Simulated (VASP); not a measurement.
Crystal: As2Se.

```
As Se
1.0
    -3.52942    3.52942    2.65357
     3.52942   -3.52942    2.65357
     3.52942    3.52942   -2.65357
As Se
4 2
Direct
  0.87500 0.12500 0.75000
  0.37500 0.12500 0.25000
  0.87500 0.62500 0.75000
  0.87500 0.12500 0.25000
  0.50000 0.50000 0.00000
  0.25000 0.75000 0.50000
```

Base run:

```yaml
Program: VASP 6.6.1
Functional: PBE
Dispersion: D3(BJ)
Potentials_or_basis: VASP PAW PBE potentials, release 64 (As, Se)
Cutoff: 520 eV
k_mesh: 8 × 8 × 8
Occupations: gaussian, width 0.1 eV
Spin: no spin polarisation
```

Its results: band gap on the k mesh zero (band 16 reaches 5.04 eV, above the bottom of band 17 at 4.64 eV); pressure -3.0 GPa.

Problem. The run is repeated on the same cell with these changes: dispersion from D3(BJ) to none; further incar settings from ALGO = Normal; EDIFF = 1e-06; NBANDS = 25 to ALGO = Normal; EDIFF = 1e-07; NBANDS = 25. What comes out?

Solution. Band gap on the k mesh zero (band 16 reaches 5.04 eV, above the bottom of band 17 at 4.64 eV); pressure 0.0 GPa.

Caveats: three body term missing (some runs); pairwise dispersion overbinds metals, which lowers pressure and volume (some runs).
